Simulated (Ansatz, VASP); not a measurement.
# One calculation of WC, two programs

```
W C
1.0
     2.81774    0.00028    0.03986
    -1.40863    2.59006   -0.05751
     0.03890   -0.04235    2.95436
W C
1 1
Direct
  0.00758 0.01350 0.99869
  0.67853 0.33587 0.45019
```

Alike in both runs: task single point; functional PBE; k mesh 8 × 8 × 7; occupations fermi-dirac, width 0.1 eV; no spin polarisation.

|  | VASP | Ansatz |
| --- | --- | --- |
| version | VASP 6.6.1 | Ansatz 0.2.0 |
| potentials or method | VASP PAW PBE potentials, release 64 (W_sv, C), cutoff 520 eV | plane waves, PAW |
| valence electrons in the cell | 18 | 18 |

|  | VASP | Ansatz | Ansatz less VASP |
| --- | --- | --- | --- |
| pressure (GPa) | -2.5 | -3.5 | -0.99 |
| traceless stress, the component that is largest in VASP (GPa) | 26.52 | 26.48 | -0.047 |
| rms of the force components (eV/Å) | 1.171 | 1.160 | -0.0111 |

Atom by atom the forces differ by 0.011 eV/Å (rms over components). Ansatz's warnings: stress scf threshold loose.

Neither program's run includes spin-orbit coupling.
